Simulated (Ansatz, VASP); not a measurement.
# Te2Mo in VASP and in Ansatz

INCAR

```
SYSTEM = Te2Mo
  ALGO = Normal
  EDIFF = 1E-6
  ENCUT = 520
  GGA = PE
  ISIF = 2
  ISMEAR = 0
  LASPH = .TRUE.
  LCHARG = .FALSE.
  LREAL = .FALSE.
  LWAVE = .FALSE.
  NBANDS = 35
  NELM = 60
  PREC = Accurate
  SIGMA = 0.05
```

KPOINTS

```
k-points
0
G
  12 12 2
  0 0 0
```

Contents of POSCAR:

```
Te2Mo
1.0
    3.6459930939      0.0000000000      0.0000000000
   -1.8229965469      3.1575226414      0.0000000000
    0.0000000000      0.0000000000     14.4444827251
Te Mo
4 2
Direct
    0.3333333333      0.6666666667      0.6310943552
    0.6666666667      0.3333333333      0.1310943552
    0.3333333333      0.6666666667      0.8689056448
    0.6666666667      0.3333333333      0.3689056448
    0.3333333333      0.6666666667      0.2500000000
    0.6666666667      0.3333333333      0.7500000000
```

Input for Ansatz:

```yaml
crystal:
  lattice:
    - [3.6459930939, 0.0, 0.0]
    - [-1.8229965469, 3.1575226414, 0.0]
    - [0.0, 0.0, 14.4444827251]
  atoms:
    - { symbol: Te, position: [0.3333333333, 0.6666666667, 0.6310943552] }
    - { symbol: Te, position: [0.6666666667, 0.3333333333, 0.1310943552] }
    - { symbol: Te, position: [0.3333333333, 0.6666666667, 0.8689056448] }
    - { symbol: Te, position: [0.6666666667, 0.3333333333, 0.3689056448] }
    - { symbol: Mo, position: [0.3333333333, 0.6666666667, 0.25] }
    - { symbol: Mo, position: [0.6666666667, 0.3333333333, 0.75] }
basis:
  ecutwfc: 420
kpoints:
  mp_grid: { grid: [12, 12, 2] }
hamiltonian:
  xc: pbe
scf:
  occupations: { method: gaussian, width: 0.05 }
output:
  forces: true
  stress: true
  eigenvalues: true
```

Change from the starting cell: strain +0.025 along x and y, -0.050 along z, atoms carried along.

Alike in both runs: task single point; functional PBE; k mesh 12 × 12 × 2; occupations gaussian, width 0.05 eV; no spin polarisation.

|  | VASP | Ansatz |
| --- | --- | --- |
| version | VASP 6.6.1 | Ansatz 0.2.0 |
| potentials or method | VASP PAW PBE potentials, release 64 (Te, Mo_sv), cutoff 520 eV | scalar-relativistic, plane waves, PAW |
| valence electrons in the cell | 52 | 92 |

```tsv
	VASP	Ansatz	Ansatz less VASP
gap on the k mesh at the Fermi level (eV)	0.38	0.39	+0.014
least direct gap on the mesh (eV)	0.78	0.78	+0.002
pressure (GPa)	1.2	1.2	-0.02
traceless stress, the component that is largest in VASP (GPa)	4.62	4.55	-0.070
rms of the force components (eV/Å)	0.396	0.388	-0.0086
```

Atom by atom the forces differ by 0.009 eV/Å (rms over components). With one functional, cell and mesh, what is left measures potentials, basis and numerics. VASP's potentials hold 52 valence electrons a cell and Ansatz's 92, so a difference there can come from the potentials and not from the codes.

Spin-orbit coupling is off throughout.
